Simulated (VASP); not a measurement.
## SmTa3Cl2: single point with PBE

SmTa3Cl2:

```xyz
6
Lattice="5.7291 0.0000 0.0000 -2.8646 4.9616 0.0000 0.0000 0.0000 9.2020" Properties=species:S:1:pos:R:3 pbc="T T T"
Sm    0.0000    0.0000    4.6010
Ta    2.8646    0.0000    4.6010
Ta   -1.4323    2.4808    4.6010
Ta    1.4323    2.4808    4.6010
Cl    0.0000    0.0000    1.9551
Cl    0.0000    0.0000    7.2470
```

The cell was built from a structure type or drawn by symmetry, and may not be a known phase.

```yaml
Program: VASP 6.6.1
Task: single point
Functional: PBE
Potentials_or_basis: VASP PAW PBE potentials, release 64 (Sm_3, Ta_pv, Cl), 4f in core
Cutoff: 500 eV
k_mesh: 4 × 4 × 3
Occupations: gaussian, width 0.2 eV
Spin: no spin polarisation
```

```yaml
Pressure: 0.2 GPa
Largest_force: 0.015 eV/Å
Band_gap_on_the_k_mesh: 0.03 eV (least direct gap 0.05 eV)
```

Forces in eV/Å, atoms in the order of the input:
```
Sm   0.000  0.000  0.000
Ta   0.000  0.000  0.000
Ta   0.000  0.000  0.000
Ta   0.000  0.000  0.000
Cl   0.000  0.000 -0.015
Cl   0.000  0.000  0.015
```

Levels at points of the mesh, in eV from the valence-band top:
```tsv
k point	band 26	band 27	band 28	band 29	band 30	band 31	band 32	band 33
(0.00, 0.00, 0.00)	-1.81	-0.63	-0.63	-0.35	1.13	1.13	1.36	1.36
(0.50, 0.00, 0.00)	-0.97	-0.50	-0.08	0.00	0.05	0.23	0.29	0.77
```

It took 2.1 min on 1 thread of Intel(R) Xeon(R) 6975P-C (Granite Rapids) (shared host), peak memory 0.37 GiB.

Caveat: spin-orbit coupling is left out, which moves the levels of the heavy elements; an odd mesh through Γ misses points on the zone boundary, where band edges can lie; this functional lacks dispersion, which binds the layers, so the pressure and a relaxed spacing across them are unreliable; the 4f electrons are frozen in the core, so they carry no moment and show no levels.
